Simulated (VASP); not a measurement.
# RbBr (Pm-3m) in VASP: notebook, part 2 of 2

VASP 6.6.1.

### Step 3. Relaxation of cell and atoms, PBEsol

This run uses another cell than the first one, of 33.71 Å³/atom, 0.998 times its volume.

INCAR

```
SYSTEM = RbBr
PREC     = Accurate       ! precision mode
ENCUT    = 600            ! plane-wave cutoff, eV
EDIFF    = 1E-7           ! SCF threshold, eV
ISMEAR   = 0              ! smearing method
SIGMA    = 0.01           ! smearing width, eV
LREAL    = .FALSE.        ! projectors in reciprocal space
LASPH    = .TRUE.         ! aspherical terms in the spheres
NELM     = 100            ! most SCF steps
ALGO     = Normal         ! electronic algorithm
ISIF     = 3              ! what is computed and relaxed
LWAVE    = .FALSE.        ! write WAVECAR
LCHARG   = .FALSE.        ! write CHGCAR
GGA      = PS             ! functional
IBRION   = 2              ! ionic algorithm
NSW      = 80             ! ionic steps
EDIFFG   = -0.001         ! ionic threshold
```

KPOINTS

```
regular mesh
0
G
  6 6 6
  0 0 0
```

POSCAR

```
RbBr
1.0
    4.0701685478      0.0000000000      0.0000000000
    0.0000000000      4.0701685478      0.0000000000
    0.0000000000      0.0000000000      4.0701685478
Rb Br
1 1
Direct
    0.0000000000      0.0000000000      0.0000000000
    0.5000000000      0.5000000000      0.5000000000
```

Potentials or basis: VASP PAW PBE potentials, release 64 (Rb_sv, Br).

The run is started by

```console
$ cat potpaw_PBE.64/Rb_sv/POTCAR potpaw_PBE.64/Br/POTCAR > POTCAR
$ mpirun -np 1 vasp_std > vasp.out
```

OUTCAR:

```text
SYSTEM = RbBr
   PREC = Accurate
   ENCUT = 600
   EDIFF = 1E-7
   ISMEAR = 0
   LREAL = .FALSE.
   LASPH = .TRUE.
   NELM = 100
   ISIF = 3
   GGA = PS
   IBRION = 2
   NSW = 80
   EDIFFG = -0.001

 ion  position               nearest neighbor table
   1  0.000  0.000  0.000-   2 3.52   2 3.52   2 3.52   2 3.52   2 3.52   2 3.52   2 3.52   2 3.52

   2  0.500  0.500  0.500-   1 3.52   1 3.52   1 3.52   1 3.52   1 3.52   1 3.52   1 3.52   1 3.52

  LATTYP: Found a simple cubic cell.
 ALAT       =     4.0701685478

  Lattice vectors:

 A1 = (   4.0701685478,   0.0000000000,   0.0000000000)
 A2 = (   0.0000000000,   4.0701685478,   0.0000000000)
 A3 = (   0.0000000000,   0.0000000000,   4.0701685478)

Analysis of symmetry for initial positions (statically):
=====================================================================
 Subroutine PRICEL returns:
 Original cell was already a primitive cell.

 Routine SETGRP: Setting up the symmetry group for a
 simple cubic supercell.

 Subroutine GETGRP returns: Found 48 space group operations
 (whereof 48 operations were pure point group operations)
 out of a pool of 48 trial point group operations.
[... 151 lines left out ...]

 number of electron      16.0000000 magnetization

 Free energy of the ion-electron system (eV)
  ---------------------------------------------------
  ext. energy  EPLUGINS =         0.00000000
  ---------------------------------------------------
  free energy    TOTEN  =        -6.30101633 eV

  energy without entropy =       -6.30101633  energy(sigma->0) =       -6.30101633

------------------------ aborting loop because EDIFF is reached ----------------------------------------

  FORCE on cell =-STRESS in cart. coord.  units (eV):
  Direction    XX          YY          ZZ          XY          YZ          ZX
  --------------------------------------------------------------------------------------
  -------------------------------------------------------------------------------------
  Total        0.0365229      0.0365229      0.0365229      0.0000000      0.0000000     -0.0000000
  in kB        0.8678380      0.8678380      0.8678380      0.0000000      0.0000000     -0.0000000
  external PRESSURE =       0.8678380 kB  Pullay stress =       0.0000000 kB
[... 59 lines left out ...]
--------------------------------------- Ionic step        3  -------------------------------------------

 number of electron      16.0000000 magnetization

 Free energy of the ion-electron system (eV)
  ---------------------------------------------------
  ext. energy  EPLUGINS =         0.00000000
  ---------------------------------------------------
  free energy    TOTEN  =        -6.30110855 eV

  energy without entropy =       -6.30110855  energy(sigma->0) =       -6.30110855

 E-fermi :  -0.4865     XC(G=0):  -8.2773

 val. band max:       -0.5938734326   @ k =   0.5000   0.5000   0.0000
 cond. band min:       3.4283765515   @ k =   0.0000   0.0000   0.0000
 fundamental gap:      4.0222499841
 Fermi energy:        -0.4864915244

 k-point     1 :       0.0000    0.0000    0.0000
  band No.  band energies     occupation
      1     -25.5730      2.00000
      2     -13.2935      2.00000
      3      -9.5597      2.00000
      4      -9.5597      2.00000
      5      -9.5597      2.00000
      6      -0.7518      2.00000
      7      -0.7518      2.00000
      8      -0.7518      2.00000
      9       3.4284      0.00000
     10       4.8192      0.00000
     11       4.8192      0.00000
     12       9.4030      0.00000
[... 312 lines left out ...]
  FREE ENERGIE OF THE ION-ELECTRON SYSTEM (eV)
  ---------------------------------------------------
  free  energy   TOTEN  =        -6.3011085540 eV

  energy  without entropy=       -6.3011085540  energy(sigma->0) =       -6.30110855

 reached required accuracy - stopping structural energy minimisation
```

OSZICAR:

```text
N       E                     dE             d eps       ncg     rms          rms(c)
DAV:   1     0.945552949410E+02    0.94555E+02   -0.78808E+03   480   0.132E+03
DAV:   2    -0.983725911599E+00   -0.95539E+02   -0.88863E+02   660   0.205E+02
DAV:   3    -0.639872075420E+01   -0.54150E+01   -0.53959E+01   604   0.540E+01
[... 24 lines left out ...]
DAV:   3    -0.630110958028E+01    0.10939E-03   -0.37243E-04   652   0.123E-01    0.166E-02
DAV:   4    -0.630110932428E+01    0.25600E-06   -0.11215E-05   644   0.195E-02    0.854E-03
DAV:   5    -0.630110898170E+01    0.34258E-06   -0.20660E-06   844   0.941E-03    0.374E-03
DAV:   6    -0.630110864931E+01    0.33239E-06   -0.20638E-07   528   0.414E-03    0.102E-03
DAV:   7    -0.630110855403E+01    0.95289E-07   -0.10774E-08   272   0.901E-04
   3 F= -.63011086E+01 E0= -.63011086E+01  d E =-.922215E-04
```

CONTCAR:

```text
RbBr
   1.00000000000000
     4.0770978485871252    0.0000000000000000   -0.0000000000000000
     0.0000000000000000    4.0770978485871252   -0.0000000000000000
    -0.0000000000000000    0.0000000000000000    4.0770978485871252
  Rb              Br
     1     1
Direct
     0.0000000000000000    0.0000000000000000    0.0000000000000000
     0.5000000000000000    0.5000000000000000    0.5000000000000000

  0.00000000E+00  0.00000000E+00  0.00000000E+00
  0.00000000E+00  0.00000000E+00  0.00000000E+00
```

Run time: 22 s. Hardware: 1 thread of Intel Xeon 6975P-C (Granite Rapids), shared host; peak memory 0.22 GiB.

Results:

```yaml
Free_energy: -6.3011 eV
Relaxed_volume: 33.89 Å³/atom
Relaxed_cell: a = 4.077 Å, b = 4.077 Å, c = 4.077 Å, α = 90.00°, β = 90.00°, γ = 90.00°
Space_group_after_relaxing_to_0.05_Å: Pm-3m (No. 221)
Energy_gained_by_relaxing: 0.0 meV/atom
Ionic_steps: 3
Pressure_after_relaxing: 0.0 GPa
Band_gap_on_the_k_mesh: 4.02 eV, indirect (least direct gap 4.18 eV)
```

Final structure:
```yaml
crystal:
  lattice:
    - [4.07710, 0.00000, 0.00000]
    - [0.00000, 4.07710, 0.00000]
    - [0.00000, 0.00000, 4.07710]
  atoms:
    - { symbol: Rb, position: [0.00000, 0.00000, 0.00000] }
    - { symbol: Br, position: [0.50000, 0.50000, 0.50000] }
```

Caveat: the PAW data sets were made with another functional, which shifts forces and pressure a little.

### Step 4. Single point, PBEsol

This run uses another cell than the first one, of 35.12 Å³/atom, 1.040 times its volume.

INCAR

```
SYSTEM = RbBr
PREC = Accurate ; ENCUT = 500
EDIFF = 1E-6 ; ISMEAR = 0
SIGMA = 0.1 ; LREAL = .False.
LASPH = .True. ; NELM = 120
ALGO = Normal ; ISIF = 2
LWAVE = .False. ; LCHARG = .False.
GGA = PS ; NBANDS = 15
GGA_COMPAT = .False.
```

KPOINTS

```
regular mesh
0
Gamma
  4 4 4
  0 0 0
```

POSCAR

```
RbBr
1.0
    4.1260773000      0.0000000000      0.0000000000
    0.0000000000      4.1260773000      0.0000000000
    0.0000000000      0.0000000000      4.1260773000
Rb Br
1 1
Direct
    0.0000000000      0.0000000000      0.0000000000
    0.5000000000      0.5000000000      0.5000000000
```

The run is started by

```console
$ cat potpaw_PBE.64/Rb_sv/POTCAR potpaw_PBE.64/Br/POTCAR > POTCAR
$ mpirun -np 1 vasp_std > vasp.out
```

It took 16 s on 1 thread of Intel Xeon 8259CL, shared host; peak memory 0.16 GiB.

Results (log left out):

```yaml
Free_energy: -6.2937 eV
Pressure: -0.5 GPa
Band_gap_on_the_k_mesh: 3.90 eV, indirect (least direct gap 4.06 eV)
```

Levels at points of the mesh, in eV from the valence-band top:
```
           k point  band 5  band 6  band 7  band 8  band 9  band 10  band 11  band 12
(0.00, 0.00, 0.00)   -9.03   -0.16   -0.16   -0.16    3.90     5.46     5.46     9.90
(0.50, 0.00, 0.00)   -8.98   -1.76   -0.23   -0.23    6.79     6.93     7.53     8.57
(0.50, 0.50, 0.00)   -8.94   -1.07   -1.07    0.00    5.18     6.09     7.89     7.89
(0.50, 0.50, 0.50)   -9.26   -1.37   -1.37   -1.37    8.09     8.09     8.09     9.29
```

Caveat: the PAW data sets were made with another functional, which shifts forces and pressure a little.

### Step 5. The runs side by side

| task | cell | k mesh | cutoff (eV) | smearing | gap on the mesh (eV) | pressure (GPa) |
| --- | --- | --- | --- | --- | --- | --- |
| single point | a = 4.073 Å, 2 atoms | 6 × 6 × 6 | 520 | gaussian 0.01 eV | 4.03 | 0.0 |
| relaxation of cell and atoms | relaxed from a = 4.070 Å, 2 atoms | 6 × 6 × 6 | 600 | gaussian 0.01 eV | 4.02 | 0.0 |
| single point | a = 4.126 Å, 2 atoms | 4 × 4 × 4 | 500 | gaussian 0.1 eV | 3.90 | -0.5 |

Alike in all rows: level PBEsol; potentials or basis VASP PAW PBE potentials, release 64 (Rb_sv, Br); no spin polarisation.

Caveats: the PAW data sets were made with another functional, which shifts forces and pressure a little.

Total energies depend on the potentials used, so only differences within one code and one set of settings carry meaning.
